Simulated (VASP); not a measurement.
# CoSi (P2_13) in VASP: further runs

The runs below take CoSi through single point, relaxation of cell and atoms, with PBE.

All numbers are computed with VASP 6.6.1; they aren't measurements. Logs are shortened: lines on timing, memory, paths and dates and some standing lists are left out, and cuts for length are marked.

## 1. The cell of the first run

The structure is cubic, space group P2_13 (No. 198). The conventional cell has a = 4.430 Å, b = 4.430 Å, c = 4.430 Å, α = 90.00°, β = 90.00°, γ = 90.00°. Within 3.1 Å of Co (site symmetry 3) lie 7 Si at 2.32 to 2.43 Å and 6 Co at 2.72 Å. Within 3.1 Å of Si (site symmetry 3) lie 7 Co at 2.32 to 2.43 Å and 6 Si at 2.74 Å.

## 2. Single point, PBE

The input, INCAR:

```
SYSTEM = CoSi
PREC = Accurate
ENCUT = 520
EDIFF = 1E-7
ISMEAR = 0
SIGMA = 0.02
LREAL = .False.
LASPH = .True.
NELM = 100
ALGO = Normal
ISIF = 2
LWAVE = .False.
LCHARG = .False.
GGA = PE
NBANDS = 36
```

The input, KPOINTS:

```
Automatic mesh
0
Gamma
  10 10 10
  0 0 0
```

The input, POSCAR:

```
CoSi
1.0
    4.4304596061      0.0000000000      0.0000000000
    0.0000000000      4.4304596061      0.0000000000
    0.0000000000      0.0000000000      4.4304596061
Co Si
4 4
Direct
    0.1450336366      0.1450336366      0.1450336366
    0.3549663634      0.8549663634      0.6450336366
    0.6450336366      0.3549663634      0.8549663634
    0.8549663634      0.6450336366      0.3549663634
    0.8431919345      0.8431919345      0.8431919345
    0.6568080655      0.1568080655      0.3431919345
    0.3431919345      0.6568080655      0.1568080655
    0.1568080655      0.3431919345      0.6568080655
```

Potentials or basis: VASP PAW PBE potentials, release 64 (Co, Si).

Command:

```
$ cat potpaw_PBE.64/Co/POTCAR potpaw_PBE.64/Si/POTCAR > POTCAR
$ mpirun -np 1 vasp_std > vasp.out
```

OUTCAR:

```text
SYSTEM = CoSi
   PREC = Accurate
   ENCUT = 520
   EDIFF = 1E-7
   ISMEAR = 0
   LREAL = .False.
   LASPH = .True.
   NELM = 100
   ISIF = 2
   GGA = PE

 ion  position               nearest neighbor table
   1  0.145  0.145  0.145-   5 2.32   6 2.34   7 2.34   8 2.34   7 2.43   8 2.43   6 2.43   3 2.72
                             4 2.72   2 2.72   2 2.72   4 2.72   3 2.72
   2  0.355  0.855  0.645-   6 2.32   5 2.34   7 2.34   8 2.34   7 2.43   8 2.43   5 2.43   1 2.72
                             1 2.72   3 2.72   3 2.72   4 2.72   4 2.72
   3  0.645  0.355  0.855-   7 2.32   6 2.34   5 2.34   8 2.34   8 2.43   6 2.43   5 2.43   1 2.72
                             4 2.72   2 2.72   2 2.72   4 2.72   1 2.72
   4  0.855  0.645  0.355-   8 2.32   6 2.34   7 2.34   5 2.34   6 2.43   5 2.43   7 2.43   1 2.72
                             3 2.72   2 2.72   1 2.72   2 2.72   3 2.72
   5  0.843  0.843  0.843-   1 2.32   2 2.34   3 2.34   4 2.34   3 2.43   4 2.43   2 2.43   6 2.74
                             7 2.74   6 2.74   7 2.74   8 2.74   8 2.74
   6  0.657  0.157  0.343-   2 2.32   1 2.34   3 2.34   4 2.34   3 2.43   4 2.43   1 2.43   5 2.74
                             5 2.74   8 2.74   8 2.74   7 2.74   7 2.74
   7  0.343  0.657  0.157-   3 2.32   2 2.34   1 2.34   4 2.34   4 2.43   2 2.43   1 2.43   5 2.74
                             8 2.74   8 2.74   5 2.74   6 2.74   6 2.74
   8  0.157  0.343  0.657-   4 2.32   2 2.34   3 2.34   1 2.34   2 2.43   1 2.43   3 2.43   6 2.74
                             7 2.74   7 2.74   6 2.74   5 2.74   5 2.74

  LATTYP: Found a simple cubic cell.
 ALAT       =     4.4304596061

  Lattice vectors:

 A1 = (   4.4304596061,   0.0000000000,   0.0000000000)
 A2 = (   0.0000000000,   4.4304596061,   0.0000000000)
 A3 = (   0.0000000000,   0.0000000000,   4.4304596061)

Analysis of symmetry for initial positions (statically):
=====================================================================
 Subroutine PRICEL returns:
 Original cell was already a primitive cell.

 Routine SETGRP: Setting up the symmetry group for a
 simple cubic supercell.

 Subroutine GETGRP returns: Found 12 space group operations
 (whereof  3 operations were pure point group operations)
 out of a pool of 48 trial point group operations.

The static configuration has the point symmetry C_3 .
 The point group associated with its full space group is T   .

Analysis of symmetry for dynamics (positions and initial velocities):
=====================================================================
 Subroutine PRICEL returns:
 Original cell was already a primitive cell.

 Routine SETGRP: Setting up the symmetry group for a
 simple cubic supercell.

 Subroutine GETGRP returns: Found 12 space group operations
 (whereof  3 operations were pure point group operations)
 out of a pool of 48 trial point group operations.
[... 121 lines left out ...]
   ISYM   =      2    0-nonsym 1-usesym 2-fastsym
   POTIM  = 0.5000    time-step for ionic-motion
   TEBEG  =    0.0;   TEEND  =   0.0 temperature during run
   PSTRESS=    0.0 pullay stress
   NELECT =      52.0000    total number of electrons
   NUPDOWN=      -1.0000    fix difference up-down
   EMIN   =  10.00;   EMAX   =-10.00  energy-range for DOS
   EFERMI =   0.00;   METHOD = LEGACY
   ISMEAR =     0;   SIGMA  =   0.02  broadening in eV -4-tet -1-fermi 0-gaus
   EFERMI_NEDOS =   21; number of points for ismear=-14 and -15
   IALGO  =     38    algorithm
   IMIX   =      4    mixing-type and parameters
     AMIX     =   0.40;   BMIX     =  1.00
     AMIX_MAG =   1.60;   BMIX_MAG =  1.00
  volume/ion in A,a.u.               =      10.87        73.36
  Fermi-wavevector in a.u.,A,eV,Ry     =   1.379200  2.606310 25.880892  1.902192
  Thomas-Fermi vector in A             =   2.504191
   LORBIT       =      0    0 simple, 1 ext, 2 COOP (PROOUT), +10 PAW based schemes
   GGA     = PE    functional components
   LHFCALC =     F    Hartree Fock is set to
   AEXX    =    0.0000 exact exchange contribution
   IVDW    =     0    specifies the selected vdW correction
   LEPSILON=     F    determine dielectric tensor
   LRPA    =     F    only Hartree local field effects (RPA)
 non-spin polarized calculation
 Gauss-broadening in eV      SIGMA  =   0.02
  energy-cutoff  :      520.00
  volume of cell :       86.97
 maximum number of plane-waves:      2367
 NGX is ok and might be reduce to    36
   NGX = 17   NGY = 17   NGZ = 17

 number of electron      52.0000004 magnetization

 Free energy of the ion-electron system (eV)
  ---------------------------------------------------
  ext. energy  EPLUGINS =         0.00000000
  ---------------------------------------------------
  free energy    TOTEN  =       -54.74827634 eV

  energy without entropy =      -54.74798168  energy(sigma->0) =      -54.74812901

 E-fermi :  12.0937     XC(G=0): -12.8683

 val. band max:       12.0933474699   @ k =   0.1000   0.1000   0.0000
 cond. band min:      12.1022529647   @ k =   0.1000   0.1000   0.1000
 fundamental gap:      0.0089054947
 Fermi energy:        12.0937171822

 k-point     1 :       0.0000    0.0000    0.0000
  band No.  band energies     occupation
      1      -1.5624      2.00000
      2       3.9325      2.00000
      3       3.9325      2.00000
      4       3.9325      2.00000
      5       6.6332      2.00000
      6       6.6332      2.00000
[... 925 lines left out ...]
     35      16.6101      0.00000
     36      17.9923      0.00000

 [... further k-points ...]
[... 5 lines left out ...]
  --------------------------------------------------------------------------------------
  -------------------------------------------------------------------------------------
  Total       -0.0400975     -0.0400975     -0.0400975      0.0000000      0.0000000      0.0000000
  in kB       -0.7387236     -0.7387236     -0.7387236      0.0000000      0.0000000      0.0000000
  external PRESSURE =      -0.7387236 kB  Pullay stress =       0.0000000 kB

 VOLUME and BASIS-vectors are now :
 -----------------------------------------------------------------------------
  energy-cutoff  :      520.00
  volume of cell :       86.97
      direct lattice vectors                 reciprocal lattice vectors
     4.430459606  0.000000000  0.000000000     0.225710217  0.000000000  0.000000000
     0.000000000  4.430459606  0.000000000     0.000000000  0.225710217  0.000000000
     0.000000000  0.000000000  4.430459606     0.000000000  0.000000000  0.225710217

 POSITION                                       TOTAL-FORCE (eV/Angst)
 -----------------------------------------------------------------------------------
      0.64257      0.64257      0.64257         0.001509      0.001509      0.001509
      1.57266      3.78789      2.85780        -0.001509     -0.001509      0.001509
      2.85780      1.57266      3.78789         0.001509     -0.001509     -0.001509
      3.78789      2.85780      1.57266        -0.001509      0.001509     -0.001509
      3.73573      3.73573      3.73573         0.000702      0.000702      0.000702
      2.90996      0.69473      1.52050        -0.000702     -0.000702      0.000702
      1.52050      2.90996      0.69473         0.000702     -0.000702     -0.000702
      0.69473      1.52050      2.90996        -0.000702      0.000702     -0.000702
 -----------------------------------------------------------------------------------
    total drift:                               -0.000000      0.000000      0.000000

  FREE ENERGIE OF THE ION-ELECTRON SYSTEM (eV)
  ---------------------------------------------------
  free  energy   TOTEN  =       -54.7482763405 eV

  energy  without entropy=      -54.7479816773  energy(sigma->0) =      -54.74812901
```

OSZICAR:

```text
N       E                     dE             d eps       ncg     rms          rms(c)
DAV:   1     0.353434394869E+03    0.35343E+03   -0.22079E+04  5472   0.166E+03
DAV:   2    -0.310652560996E+02   -0.38450E+03   -0.36671E+03  5472   0.361E+02
DAV:   3    -0.594917755256E+02   -0.28427E+02   -0.27097E+02  6012   0.118E+02
DAV:   4    -0.606403930441E+02   -0.11486E+01   -0.11354E+01  7076   0.216E+01
DAV:   5    -0.606822357608E+02   -0.41843E-01   -0.41805E-01  7100   0.398E+00    0.275E+01
DAV:   6    -0.668417493334E+02   -0.61595E+01   -0.11091E+02  7216   0.133E+02    0.278E+01
DAV:   7    -0.546752369962E+02    0.12167E+02   -0.47950E+01  6304   0.972E+01    0.721E+00
DAV:   8    -0.548481107185E+02   -0.17287E+00   -0.40401E+00  6136   0.101E+01    0.292E+00
DAV:   9    -0.547530060879E+02    0.95105E-01   -0.24339E-01  7808   0.599E+00    0.947E-01
DAV:  10    -0.547493029527E+02    0.37031E-02   -0.17462E-02  6304   0.846E-01    0.308E-01
DAV:  11    -0.547483384384E+02    0.96451E-03   -0.22311E-03  9076   0.528E-01    0.104E-01
DAV:  12    -0.547482816359E+02    0.56802E-04   -0.20770E-04  7996   0.135E-01    0.376E-02
DAV:  13    -0.547482803628E+02    0.12732E-05   -0.66637E-05  8528   0.525E-02    0.332E-02
DAV:  14    -0.547482762599E+02    0.41029E-05   -0.20144E-05  7900   0.389E-02    0.247E-03
DAV:  15    -0.547482762871E+02   -0.27246E-07   -0.11686E-06  6144   0.775E-03    0.172E-03
DAV:  16    -0.547482763405E+02   -0.53397E-07   -0.34843E-08  3196   0.133E-03
   1 F= -.54748276E+02 E0= -.54748129E+02  d E =-.294663E-03
```

stdout:

```text
POSCAR found type information on POSCAR CoSi
 POSCAR found :  2 types and       8 ions
 scaLAPACK will be used
 LDA part: xc-table for (Slater+PW92), standard interpolation
 POSCAR, INCAR and KPOINTS ok, starting setup
 FFT: planning ... GRIDC
 FFT: planning ... GRID_SOFT
 FFT: planning ... GRID
 WAVECAR not read
 entering main loop
```

It took 7 min on 1 thread of Intel Xeon 8259CL, shared host; peak memory 0.33 GiB.

What came out:

| Item | Value |
| --- | --- |
| Free energy | -54.7483 eV |
| Pressure | -0.1 GPa |
| Band gap on the k mesh | zero (bands 26 and 27 overlap by 0.21 eV) |

Forces in eV/Å, atoms in the order of the input:
```
Co   0.002  0.002  0.002
Co  -0.002 -0.002  0.002
Co   0.002 -0.002 -0.002
Co  -0.002  0.002 -0.002
Si   0.001  0.001  0.001
Si  -0.001 -0.001  0.001
Si   0.001 -0.001 -0.001
Si  -0.001  0.001 -0.001
```

## 3. Relaxation of cell and atoms, PBE

This run uses another cell than the first one, of 10.93 Å³/atom.

The input, INCAR:

```
  PREC = Accurate
  ENCUT = 600
  EDIFF = 1E-6
  ISMEAR = 0
  SIGMA = 0.02
  LREAL = F
  LASPH = T
  NELM = 100
  ALGO = Normal
  ISIF = 3
  LWAVE = F
  LCHARG = F
  GGA = PE
  IBRION = 2
  NSW = 80
  EDIFFG = -0.002
```

The input, KPOINTS:

```
Automatic mesh
0
Gamma
  10 10 10
```

The input, POSCAR:

```
CoSi
1.0
    4.4380000000      0.0000000000      0.0000000000
    0.0000000000      4.4380000000      0.0000000000
    0.0000000000      0.0000000000      4.4380000000
Co Si
4 4
Direct
    0.1400000000      0.1400000000      0.1400000000
    0.3600000000      0.8600000000      0.6400000000
    0.6400000000      0.3600000000      0.8600000000
    0.8600000000      0.6400000000      0.3600000000
    0.8430000000      0.8430000000      0.8430000000
    0.6570000000      0.1570000000      0.3430000000
    0.3430000000      0.6570000000      0.1570000000
    0.1570000000      0.3430000000      0.6570000000
```

Potentials or basis: VASP PAW PBE potentials, release 64 (Co, Si).

Command:

```
$ cat potpaw_PBE.64/Co/POTCAR potpaw_PBE.64/Si/POTCAR > POTCAR
$ mpirun -np 1 vasp_std > vasp.out
```

OUTCAR:

```text
PREC = Accurate
   ENCUT = 600
   EDIFF = 1E-6
   ISMEAR = 0
   LREAL = F
   LASPH = T
   NELM = 100
   ISIF = 3
   GGA = PE
   IBRION = 2
   NSW = 80
   EDIFFG = -0.002

 ion  position               nearest neighbor table
   1  0.140  0.140  0.140-   5 2.28   6 2.33   7 2.33   8 2.33   7 2.47   8 2.47   6 2.47   2 2.72
                             4 2.72   2 2.72   4 2.72   3 2.72   3 2.72
   2  0.360  0.860  0.640-   6 2.28   5 2.33   7 2.33   8 2.33   7 2.47   8 2.47   5 2.47   1 2.72
                             3 2.72   1 2.72   3 2.72   4 2.72   4 2.72
   3  0.640  0.360  0.860-   7 2.28   6 2.33   5 2.33   8 2.33   8 2.47   6 2.47   5 2.47   4 2.72
                             2 2.72   2 2.72   4 2.72   1 2.72   1 2.72
   4  0.860  0.640  0.360-   8 2.28   6 2.33   7 2.33   5 2.33   6 2.47   5 2.47   7 2.47   3 2.72
                             1 2.72   1 2.72   3 2.72   2 2.72   2 2.72
   5  0.843  0.843  0.843-   1 2.28   2 2.33   3 2.33   4 2.33   3 2.47   4 2.47   2 2.47   6 2.75
                             7 2.75   8 2.75   6 2.75   8 2.75   7 2.75
   6  0.657  0.157  0.343-   2 2.28   1 2.33   3 2.33   4 2.33   3 2.47   4 2.47   1 2.47   8 2.75
                             5 2.75   5 2.75   7 2.75   7 2.75   8 2.75
   7  0.343  0.657  0.157-   3 2.28   2 2.33   1 2.33   4 2.33   4 2.47   2 2.47   1 2.47   8 2.75
                             5 2.75   8 2.75   6 2.75   6 2.75   5 2.75
   8  0.157  0.343  0.657-   4 2.28   2 2.33   3 2.33   1 2.33   2 2.47   1 2.47   3 2.47   7 2.75
                             5 2.75   7 2.75   5 2.75   6 2.75   6 2.75

  LATTYP: Found a simple cubic cell.
 ALAT       =     4.4380000000

  Lattice vectors:

 A1 = (   4.4380000000,   0.0000000000,   0.0000000000)
 A2 = (   0.0000000000,   4.4380000000,   0.0000000000)
 A3 = (   0.0000000000,   0.0000000000,   4.4380000000)

Analysis of symmetry for initial positions (statically):
=====================================================================
 Subroutine PRICEL returns:
 Original cell was already a primitive cell.

 Routine SETGRP: Setting up the symmetry group for a
 simple cubic supercell.

 Subroutine GETGRP returns: Found 12 space group operations
 (whereof  3 operations were pure point group operations)
 out of a pool of 48 trial point group operations.

The static configuration has the point symmetry C_3 .
[... 154 lines left out ...]
   AEXX    =    0.0000 exact exchange contribution
   IVDW    =     0    specifies the selected vdW correction
   LEPSILON=     F    determine dielectric tensor
   LRPA    =     F    only Hartree local field effects (RPA)
 conjugate gradient relaxation of ions
 non-spin polarized calculation
 Gauss-broadening in eV      SIGMA  =   0.02
  energy-cutoff  :      600.00
  volume of cell :       87.41
 maximum number of plane-waves:      2968
   NGX = 17   NGY = 17   NGZ = 17

--------------------------------------- Ionic step        1  -------------------------------------------

 number of electron      51.9999992 magnetization

 Free energy of the ion-electron system (eV)
  ---------------------------------------------------
  ext. energy  EPLUGINS =         0.00000000
  ---------------------------------------------------
  free energy    TOTEN  =       -54.72538147 eV

  energy without entropy =      -54.72506818  energy(sigma->0) =      -54.72522482

------------------------ aborting loop because EDIFF is reached ----------------------------------------

  FORCE on cell =-STRESS in cart. coord.  units (eV):
  Direction    XX          YY          ZZ          XY          YZ          ZX
  --------------------------------------------------------------------------------------
  -------------------------------------------------------------------------------------
  Total       -0.2310275     -0.2310275     -0.2310275      0.0000000     -0.0000000      0.0000000
  in kB       -4.2346001     -4.2346001     -4.2346001      0.0000000     -0.0000000      0.0000000
  external PRESSURE =      -4.2346001 kB  Pullay stress =       0.0000000 kB
[... 239 lines left out ...]
--------------------------------------- Ionic step        7  -------------------------------------------

 number of electron      52.0000003 magnetization

 Free energy of the ion-electron system (eV)
  ---------------------------------------------------
  ext. energy  EPLUGINS =         0.00000000
  ---------------------------------------------------
  free energy    TOTEN  =       -54.74778610 eV

  energy without entropy =      -54.74749166  energy(sigma->0) =      -54.74763888

 E-fermi :  12.1051     XC(G=0): -12.8721

 val. band max:       12.1047091086   @ k =   0.1000   0.1000   0.0000
 cond. band min:      12.1135665360   @ k =   0.1000   0.1000   0.1000
 fundamental gap:      0.0088574274
 Fermi energy:        12.1050698051

 k-point     1 :       0.0000    0.0000    0.0000
  band No.  band energies     occupation
      1      -1.5572      2.00000
      2       3.9404      2.00000
      3       3.9404      2.00000
      4       3.9404      2.00000
      5       6.6411      2.00000
      6       6.6411      2.00000
[... 805 lines left out ...]
     30      14.4107      0.00000
     31      14.6989      0.00000

 [... further k-points ...]
[... 5 lines left out ...]
  --------------------------------------------------------------------------------------
  -------------------------------------------------------------------------------------
  Total        0.0044228      0.0044228      0.0044228      0.0000000     -0.0000000      0.0000000
  in kB        0.0815445      0.0815445      0.0815445      0.0000000     -0.0000000      0.0000000
  external PRESSURE =       0.0815445 kB  Pullay stress =       0.0000000 kB
[... 23 lines left out ...]
  FREE ENERGIE OF THE ION-ELECTRON SYSTEM (eV)
  ---------------------------------------------------
  free  energy   TOTEN  =       -54.7477860985 eV

  energy  without entropy=      -54.7474916575  energy(sigma->0) =      -54.74763888

 reached required accuracy - stopping structural energy minimisation
```

Wall time 20 min (1 thread of Intel Xeon 8259CL, shared host); peak memory 0.36 GiB.

What came out:

| Property | Result |
| --- | --- |
| Free energy | -54.7478 eV |
| Relaxed volume | 10.86 Å³/atom |
| Relaxed cell | a = 4.429 Å, b = 4.429 Å, c = 4.429 Å, α = 90.00°, β = 90.00°, γ = 90.00° |
| Space group after relaxing (to 0.1 Å) | P2_13 (No. 198) |
| Energy gained by relaxing | 2.8 meV/atom |
| Ionic steps | 7 |
| Pressure after relaxing | 0.0 GPa |
| Band gap on the k mesh | zero (bands 26 and 27 overlap by 0.21 eV) |

Step by step:
| step | energy change (eV) | largest force (eV/Å) | pressure (GPa) | volume (Å³) |
| --- | --- | --- | --- | --- |
| 1 | 0.0000 | 0.2722 | -0.42 | 87.41 |
| 2 | -0.0124 | 0.1883 | 0.18 | 87.05 |
| 3 | -0.0191 | 0.0837 | 1.25 | 86.49 |
| 4 | -0.0184 | 0.0756 | -1.48 | 87.47 |
| 5 | -0.0219 | 0.0591 | -0.05 | 86.94 |
| 6 | -0.0224 | 0.0172 | 0.02 | 86.91 |
| 7 | -0.0224 | 0.0011 | 0.01 | 86.90 |

Final structure:
```
Co Si
1.0
     4.42932    0.00000    0.00000
     0.00000    4.42932    0.00000
     0.00000    0.00000    4.42932
Co Si
4 4
Direct
  0.14513 0.14513 0.14513
  0.35487 0.85487 0.64513
  0.64513 0.35487 0.85487
  0.85487 0.64513 0.35487
  0.84321 0.84321 0.84321
  0.65679 0.15679 0.34321
  0.34321 0.65679 0.15679
  0.15679 0.34321 0.65679
```

Levels at points of the mesh, in eV from the Fermi level:
```csv
k point,band 24,band 25,band 26,band 27,band 28,band 29
"(0.00, 0.00, 0.00)",-0.76,0.01,0.01,0.01,2.51,2.51
"(0.50, 0.00, 0.00)",-0.63,-0.46,-0.46,1.02,1.02,1.51
"(0.50, 0.50, 0.00)",-0.98,-0.02,-0.02,0.60,0.60,2.02
"(0.50, 0.50, 0.50)",-1.20,-0.20,-0.20,-0.20,-0.20,5.43
```

Spin polarisation is off, so any magnetic state and its effect on volume and gap are missing.
